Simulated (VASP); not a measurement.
A run of VASP 6.6.1 is set up as follows.

File INCAR:

```
PREC = Accurate ; ENCUT = 520
EDIFF = 1E-6 ; ISMEAR = -1
SIGMA = 0.05 ; LREAL = False
LASPH = True ; NELM = 150
ALGO = Normal ; ISIF = 2
LWAVE = False ; LCHARG = True
ISPIN = 2 ; MAGMOM = 2 0 0 0
LORBIT = 11 ; LMAXMIX = 6
GGA = PS ; LELF = True
LVHAR = True ; NBANDS = 43
```

File KPOINTS:

```
Automatic mesh
0
Gamma
  6 6 6
```

POSCAR

```
TmIn3
1.0
    4.6088621280      0.0000000000      0.0000000000
    0.0000000000      4.6088621280      0.0000000000
    0.0000000000      0.0000000000      4.6088621280
Tm In
1 3
Direct
    0.0000000000      0.0000000000      0.0000000000
    0.5000000000      0.5000000000      0.0000000000
    0.5000000000      0.0000000000      0.5000000000
    0.0000000000      0.5000000000      0.5000000000
```

Potentials or basis: VASP PAW PBE potentials, release 64 (Tm, In_d).

The run is started by

```console
$ cat potpaw_PBE.64/Tm/POTCAR potpaw_PBE.64/In_d/POTCAR > POTCAR
$ mpirun -np 1 vasp_std > vasp.out
```

Problem. What does it give for the site moments?

Solution. Tm +1.27; In -0.00 μB.

Problem. What does it give for the pressure?

Solution. -1.5 GPa.

Problem. What does it give for the net moment?

Solution. 1.29 μB per cell.

Caveat: the magnetic or orbital state may not be the lowest; the PAW data sets were made with another functional, which shifts forces and pressure a little. The state reached can hang on the start; a lower one may exist.
